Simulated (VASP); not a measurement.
# NaTeAs (I4/mmm) in VASP: a series of runs

The runs below take NaTeAs through single point, with r2SCAN.

All numbers are computed with VASP 6.6.1; they aren't measurements. Logs are shortened: lines on timing, memory, paths and dates and some standing lists are left out, and cuts for length are marked.

## (1) The cell of the first run

The structure is tetragonal, space group I4/mmm (No. 139). Conventional cell: a = 4.147 Å, b = 4.147 Å, c = 17.254 Å, α = 90.00°, β = 90.00°, γ = 90.00°. Within 3.9 Å of As (site symmetry mmm) lie 4 Na at 2.92 Å and 4 As at 2.93 Å and 4 Te at 3.81 Å. Te (site symmetry 4mm) has 5 Na at 3.15 to 3.36 Å and 4 Te at 3.68 Å and 4 As at 3.81 Å within 4.1 Å. Within 3.9 Å of Na (site symmetry 4mm) lie 4 As at 2.92 Å and 5 Te at 3.15 to 3.36 Å.

## (2) Single point, r2SCAN

POSCAR

```
NaTeAs
1.0
    0.0000000000      4.1474780000      0.0000000000
    4.1474780000      0.0000000000      0.0000000000
    2.0737390000      2.0737390000     -8.6269130000
As Te Na
2 2 2
Direct
    0.5000000000      0.0000000000      0.0000000000
    0.0000000000      0.5000000000      0.0000000000
    0.3145000000      0.3145000000      0.3710000000
    0.6855000000      0.6855000000      0.6290000000
    0.1195000000      0.1195000000      0.7610000000
    0.8805000000      0.8805000000      0.2390000000
```

INCAR.step1

```
SYSTEM = NaTeAs
PREC = Accurate
ENCUT = 520
ISMEAR = -1
SIGMA = 0.1
LREAL = .False.
LASPH = .True.
NELM = 100
NBANDS = 27
GGA = PE
ALGO = Normal
EDIFF = 1E-4
LWAVE = .True.
LCHARG = .False.
```

INCAR.step2

```
SYSTEM = NaTeAs
PREC = Accurate
ENCUT = 520
EDIFF = 1E-6
ISMEAR = -1
SIGMA = 0.1
LREAL = .False.
LASPH = .True.
NELM = 100
ALGO = Normal
ISIF = 2
LWAVE = .False.
LCHARG = .True.
METAGGA = R2SCAN
LMIXTAU = .True.
LELF = .True.
LVHAR = .True.
NBANDS = 27
ISTART = 1
```

KPOINTS

```
Automatic mesh
0
Gamma
  5 5 5
  0 0 0
```

Potentials or basis: VASP PAW PBE potentials, release 64 (As, Te, Na_pv).

The run is started by

```
cat potpaw_PBE.64/As/POTCAR potpaw_PBE.64/Te/POTCAR potpaw_PBE.64/Na_pv/POTCAR > POTCAR
cp INCAR.step1 INCAR
mpirun -np 1 vasp_std > vasp.out
cp INCAR.step2 INCAR
mpirun -np 1 vasp_std > vasp.out
```

OUTCAR:

```text
SYSTEM = NaTeAs
   PREC = Accurate
   ENCUT = 520
   EDIFF = 1E-6
   ISMEAR = -1
   LREAL = .False.
   LASPH = .True.
   NELM = 100
   ISIF = 2
   METAGGA = R2SCAN
   ISTART = 1

 ion  position               nearest neighbor table
   1  0.500  0.000  0.000-
   2  0.000  0.500  0.000-
   3  0.315  0.315  0.371-   6 3.15   6 3.15   6 3.15   6 3.15   4 3.68   4 3.68   4 3.68   4 3.68

   4  0.685  0.685  0.629-   5 3.15   5 3.15   5 3.15   5 3.15   3 3.68   3 3.68   3 3.68   3 3.68

   5  0.120  0.120  0.761-   4 3.15   4 3.15   4 3.15   4 3.15
   6  0.880  0.880  0.239-   3 3.15   3 3.15   3 3.15   3 3.15

  LATTYP: Found a body centered tetragonal cell.
 ALAT       =     4.1474780000
 C/A-ratio  =     4.1600765574

  Lattice vectors:

 A1 = (  -2.0737390000,   2.0737390000,   8.6269130000)
 A2 = (   2.0737390000,  -2.0737390000,   8.6269130000)
 A3 = (   2.0737390000,   2.0737390000,  -8.6269130000)

Analysis of symmetry for initial positions (statically):
=====================================================================
 Subroutine PRICEL returns:
 Original cell was already a primitive cell.

 Routine SETGRP: Setting up the symmetry group for a
 body centered tetragonal supercell.

 Subroutine GETGRP returns: Found 16 space group operations
 (whereof 16 operations were pure point group operations)
 out of a pool of 16 trial point group operations.

The static configuration has the point symmetry D_4h.

Analysis of symmetry for dynamics (positions and initial velocities):
=====================================================================
 Subroutine PRICEL returns:
 Original cell was already a primitive cell.

 Routine SETGRP: Setting up the symmetry group for a
 body centered tetragonal supercell.

 Subroutine GETGRP returns: Found 16 space group operations
 (whereof 16 operations were pure point group operations)
 out of a pool of 16 trial point group operations.

The dynamic configuration has the point symmetry D_4h.

 Subroutine INISYM returns: Found 16 space group operations
 (whereof 16 operations are pure point group operations),
 and found     1 'primitive' translations

----------------------------------------------------------------------------------------

                                     Primitive cell

  volume of cell :     148.3965

  direct lattice vectors                    reciprocal lattice vectors
     0.000000000  4.147478000  0.000000000     0.000000000  0.241110381  0.057958160
     4.147478000  0.000000000  0.000000000     0.241110381  0.000000000  0.057958160
     2.073739000  2.073739000 -8.626913000     0.000000000  0.000000000 -0.115916319

  length of vectors
     4.147478000  4.147478000  9.111773416     0.247978556  0.247978556  0.115916319

  position of ions in fractional coordinates (direct lattice)
     0.500000000  0.000000000  0.000000000
     0.000000000  0.500000000  0.000000000
     0.314500000  0.314500000  0.371000000
     0.685500000  0.685500000  0.629000000
     0.119500000  0.119500000  0.761000000
     0.880500000  0.880500000  0.239000000

  ion indices of the primitive-cell ions
   primitive index   ion index
                 1           1
                 2           2
                 3           3
                 4           4
                 5           5
                 6           6

----------------------------------------------------------------------------------------

 KPOINTS: Automatic mesh

Automatic generation of k-mesh.
 Grid dimensions read from file:
 generate k-points for:    5    5    5

 Generating k-lattice:

  Cartesian coordinates                     Fractional coordinates (reciprocal lattice)
     0.000000000  0.048222076  0.011591632     0.200000000  0.000000000 -0.000000000
     0.048222076  0.000000000  0.011591632     0.000000000  0.200000000 -0.000000000
     0.000000000  0.000000000 -0.023183264     0.000000000  0.000000000  0.200000000

  Length of vectors
     0.049595711  0.049595711  0.023183264

  Shift w.r.t. Gamma in fractional coordinates (k-lattice)
     0.000000000  0.000000000  0.000000000

 Subroutine IBZKPT returns following result:
 ===========================================

 Found     18 irreducible k-points:

 Following reciprocal coordinates:
            Coordinates               Weight
  0.000000  0.000000  0.000000      1.000000
  0.200000  0.000000  0.000000      8.000000
  0.400000  0.000000  0.000000      8.000000
  0.200000  0.200000  0.000000      8.000000
  0.400000  0.200000  0.000000     16.000000
 -0.400000  0.200000 -0.000000     16.000000
[... 10 lines left out ...]
  0.000000  0.000000  0.400000      2.000000
 -0.200000  0.000000  0.400000      4.000000
   k-points           NKPTS =     18   k-points in BZ     NKDIM =     18   number of bands    NBANDS=     27
   number of dos      NEDOS =    301   number of ions     NIONS =      6
   total plane-waves  NPLWV =  71680
   dimension x,y,z NGX =    32 NGY =   32 NGZ =   70
   dimension x,y,z NGXF=    64 NGYF=   64 NGZF=  140
   ions per type =               2   2   2
   NGX,Y,Z   is equivalent  to a cutoff of  12.83, 12.83, 12.77 a.u.
   NGXF,Y,Z  is equivalent  to a cutoff of  25.65, 25.65, 25.54 a.u.
 SYSTEM =  NaTeAs
   PREC   = accura    normal or accurate (medium, high low for compatibility)
   ISTART =      1    job   : 0-new  1-cont  2-samecut
   ICHARG =      0    charge: 1-file 2-atom 10-const
   ISPIN  =      1    spin polarized calculation?
   LNONCOLLINEAR =      F non collinear calculations
   LSORBIT =      F    spin-orbit coupling
   LASPH  =      T    aspherical Exc in radial PAW
   ENCUT  =  520.0 eV  38.22 Ry    6.18 a.u.   7.71  7.71 16.94*2*pi/ulx,y,z
   NELM   =    100;   NELMIN=  2; NELMDL=  0     # of ELM steps
   EDIFF  = 0.1E-05   stopping-criterion for ELM
   LREAL  =      F    real-space projection
   EDIFFG = 0.1E-04   stopping-criterion for IOM
   NSW    =      0    number of steps for IOM
   IBRION =     -1    ionic relax: 0-MD 1-quasi-New 2-CG
   NFREE  =      0    steps in history (QN), initial steepest desc. (CG)
   ISIF   =      2    stress and relaxation
   ISYM   =      2    0-nonsym 1-usesym 2-fastsym
   POTIM  = 0.5000    time-step for ionic-motion
   TEBEG  =    0.0;   TEEND  =   0.0 temperature during run
   PSTRESS=    0.0 pullay stress
   NELECT =      36.0000    total number of electrons
   NUPDOWN=      -1.0000    fix difference up-down
   EMIN   =  10.00;   EMAX   =-10.00  energy-range for DOS
   EFERMI =   0.00;   METHOD = LEGACY
   ISMEAR =    -1;   SIGMA  =   0.10  broadening in eV -4-tet -1-fermi 0-gaus
   EFERMI_NEDOS =   21; number of points for ismear=-14 and -15
   IALGO  =     38    algorithm
   IMIX   =      4    mixing-type and parameters
     AMIX     =   0.40;   BMIX     =  1.00
     AMIX_MAG =   1.60;   BMIX_MAG =  1.00
  volume/ion in A,a.u.               =      24.73       166.90
  Fermi-wavevector in a.u.,A,eV,Ry     =   1.021021  1.929449 14.183841  1.042483
  Thomas-Fermi vector in A             =   2.154622
   LORBIT       =      0    0 simple, 1 ext, 2 COOP (PROOUT), +10 PAW based schemes
   METAGGA = R2SCAN    functional components
   LHFCALC =     F    Hartree Fock is set to
   AEXX    =    0.0000 exact exchange contribution
   IVDW    =     0    specifies the selected vdW correction
   LEPSILON=     F    determine dielectric tensor
   LRPA    =     F    only Hartree local field effects (RPA)
 non-spin polarized calculation
  energy-cutoff  :      520.00
  volume of cell :      148.40
 maximum number of plane-waves:      4022
   NGX = 15   NGY = 15   NGZ = 33

 number of electron      36.0000014 magnetization

 Free energy of the ion-electron system (eV)
  ---------------------------------------------------
  ext. energy  EPLUGINS =         0.00000000
  ---------------------------------------------------
  free energy    TOTEN  =       -87.52453694 eV

  energy without entropy =      -87.37119571  energy(sigma->0) =      -87.44786632

 E-fermi :   4.0310     XC(G=0):  -9.7676

 val. band max:        3.9946261600   @ k =  -0.2000   0.2000   0.0000
 cond. band min:       4.0349196937   @ k =  -0.4000   0.0000   0.2000
 fundamental gap:      0.0402935337
 Fermi energy:         4.0309831665

 k-point     1 :       0.0000    0.0000    0.0000
  band No.  band energies     occupation
      1     -20.3816      2.00000
      2     -20.3723      2.00000
      3     -20.3529      2.00000
      4     -20.3525      2.00000
      5     -20.3520      2.00000
      6     -20.3516      2.00000
[... 19 lines left out ...]
     26       9.7414      0.00000
     27      10.7192      0.00000

 k-point     2 :       0.2000    0.0000    0.0000
  band No.  band energies     occupation
      1     -20.3806      2.00000
      2     -20.3720      2.00000
      3     -20.3564      2.00000
      4     -20.3552      2.00000
      5     -20.3523      2.00000
      6     -20.3514      2.00000
[... 19 lines left out ...]
     26      10.9482      0.00000
     27      11.4224      0.00000

 k-point     3 :       0.4000    0.0000    0.0000
  band No.  band energies     occupation
      1     -20.3790      2.00000
      2     -20.3715      2.00000
      3     -20.3623      2.00000
      4     -20.3607      2.00000
      5     -20.3517      2.00000
      6     -20.3508      2.00000
[... 19 lines left out ...]
     26      11.5190      0.00000
     27      11.9521      0.00000

 k-point     4 :       0.2000    0.2000    0.0000
  band No.  band energies     occupation
      1     -20.3796      2.00000
      2     -20.3717      2.00000
      3     -20.3560      2.00000
      4     -20.3558      2.00000
      5     -20.3547      2.00000
      6     -20.3547      2.00000
[... 19 lines left out ...]
     26      11.1769      0.00000
     27      11.5188      0.00000
[... 336 lines left out ...]
      4     -20.3559      2.00000
      5     -20.3547      2.00000
      6     -20.3546      2.00000
[... 19 lines left out ...]
     26      11.0831      0.00000
     27      11.4931      0.00000

 k-point    17 :       0.0000    0.0000    0.4000
  band No.  band energies     occupation
      1     -20.3806      2.00000
      2     -20.3733      2.00000
      3     -20.3530      2.00000
      4     -20.3526      2.00000
      5     -20.3519      2.00000
      6     -20.3515      2.00000
[... 19 lines left out ...]
     26      10.7186      0.00000
     27      11.7258      0.00000

 k-point    18 :      -0.2000    0.0000    0.4000
  band No.  band energies     occupation
      1     -20.3798      2.00000
      2     -20.3728      2.00000
      3     -20.3565      2.00000
      4     -20.3551      2.00000
      5     -20.3524      2.00000
      6     -20.3513      2.00000
[... 19 lines left out ...]
     26      11.0932      0.00000
     27      11.1531      0.00000

------------------------ aborting loop because EDIFF is reached ----------------------------------------

  FORCE on cell =-STRESS in cart. coord.  units (eV):
  Direction    XX          YY          ZZ          XY          YZ          ZX
  --------------------------------------------------------------------------------------
  -------------------------------------------------------------------------------------
  Total       -1.1605393     -1.1605393      0.2591811      0.0000000      0.0000000      0.0000000
  in kB      -12.5298782    -12.5298782      2.7982746      0.0000000      0.0000000      0.0000000
  external PRESSURE =      -7.4204939 kB  Pullay stress =       0.0000000 kB

 VOLUME and BASIS-vectors are now :
 -----------------------------------------------------------------------------
  energy-cutoff  :      520.00
  volume of cell :      148.40
      direct lattice vectors                 reciprocal lattice vectors
     0.000000000  4.147478000  0.000000000     0.000000000  0.241110381  0.057958160
     4.147478000  0.000000000  0.000000000     0.241110381  0.000000000  0.057958160
     2.073739000  2.073739000 -8.626913000     0.000000000  0.000000000 -0.115916319

 POSITION                                       TOTAL-FORCE (eV/Angst)
 -----------------------------------------------------------------------------------
      0.00000      2.07374      0.00000         0.000000     -0.000000     -0.000000
      2.07374      0.00000      0.00000        -0.000000      0.000000     -0.000000
      2.07374      2.07374     -3.20058        -0.000000     -0.000000     -0.228128
      4.14748      4.14748     -5.42633         0.000000      0.000000      0.228128
      2.07374      2.07374     -6.56508        -0.000000     -0.000000      0.613367
      4.14748      4.14748     -2.06183         0.000000      0.000000     -0.613367
 -----------------------------------------------------------------------------------
    total drift:                                0.000000      0.000000     -0.000000

  FREE ENERGIE OF THE ION-ELECTRON SYSTEM (eV)
  ---------------------------------------------------
  free  energy   TOTEN  =       -87.5245369413 eV

  energy  without entropy=      -87.3711957083  energy(sigma->0) =      -87.44786632
```

Wall time 12 min (1 thread of AMD EPYC 7R13, shared host); peak memory 0.29 GiB.

What came out:

```yaml
Free_energy: -87.5245 eV
Pressure: -0.7 GPa
Largest_force: 0.613 eV/Å
Band_gap_on_the_k_mesh: zero (band 18 reaches 4.58 eV, above the bottom of band 19 at 3.37 eV)
```

Forces on the atoms (eV/Å):
```
As   0.000  0.000  0.000
As   0.000  0.000  0.000
Te   0.000  0.000 -0.228
Te   0.000  0.000  0.228
Na   0.000  0.000  0.613
Na   0.000  0.000 -0.613
```

Stress tensor (GPa, compression positive):
```
-1.25  0.00  0.00
 0.00 -1.25  0.00
 0.00  0.00  0.28
```

Caveat: the PAW data sets were made with another functional, which shifts forces and pressure a little; spin-orbit coupling is left out, which moves the levels of the heavy elements.

## (3) Single point, r2SCAN

POSCAR is that of step 2.

INCAR.step1

```
  PREC = Accurate
  ENCUT = 520
  ISMEAR = -1
  SIGMA = 0.1
  LREAL = False
  LASPH = True
  NELM = 80
  NBANDS = 27
  GGA = PE
  ALGO = Normal
  EDIFF = 1E-4
  LWAVE = True
  LCHARG = False
```

INCAR.step2

```
  PREC = Accurate
  ENCUT = 520
  EDIFF = 1E-6
  ISMEAR = -1
  SIGMA = 0.1
  LREAL = False
  LASPH = True
  NELM = 80
  ALGO = Normal
  ISIF = 2
  LWAVE = False
  LCHARG = False
  METAGGA = R2SCAN
  LMIXTAU = True
  NBANDS = 27
  ISTART = 1
```

KPOINTS

```
regular mesh
0
Gamma
  5 5 5
```

Potentials or basis: VASP PAW PBE potentials, release 64 (As, Te, Na_pv).

The run is started by

```
cat potpaw_PBE.64/As/POTCAR potpaw_PBE.64/Te/POTCAR potpaw_PBE.64/Na_pv/POTCAR > POTCAR
cp INCAR.step1 INCAR
mpirun -np 1 vasp_std > vasp.out
cp INCAR.step2 INCAR
mpirun -np 1 vasp_std > vasp.out
```

It took 11 min on 1 thread of AMD EPYC 7R13, shared host; peak memory 0.29 GiB.

The run converged. Its results:

| Item | Value |
| --- | --- |
| Free energy | -87.5245 eV |
| Pressure | -0.7 GPa |
| Largest force | 0.613 eV/Å |
| Band gap on the k mesh | zero (band 18 reaches 4.58 eV, above the bottom of band 19 at 3.37 eV) |

Forces in eV/Å, atoms in the order of the input:
```
As   0.000  0.000  0.000
As   0.000  0.000  0.000
Te   0.000  0.000 -0.228
Te   0.000  0.000  0.228
Na   0.000  0.000  0.613
Na   0.000  0.000 -0.613
```

Stress tensor (GPa, compression positive):
```
-1.25  0.00  0.00
 0.00 -1.25  0.00
 0.00  0.00  0.28
```

Levels at points of the mesh, in eV from the Fermi level:
```csv
k point,band 14,band 15,band 16,band 17,band 18,band 19,band 20,band 21,band 22,band 23
"(0.00, 0.00, 0.00)",-2.41,-1.37,-1.37,0.54,0.55,0.55,0.78,4.02,4.02,4.36
```

Caveat: the PAW data sets were made with another functional, which shifts forces and pressure a little; spin-orbit coupling is left out, which moves the levels of the heavy elements.
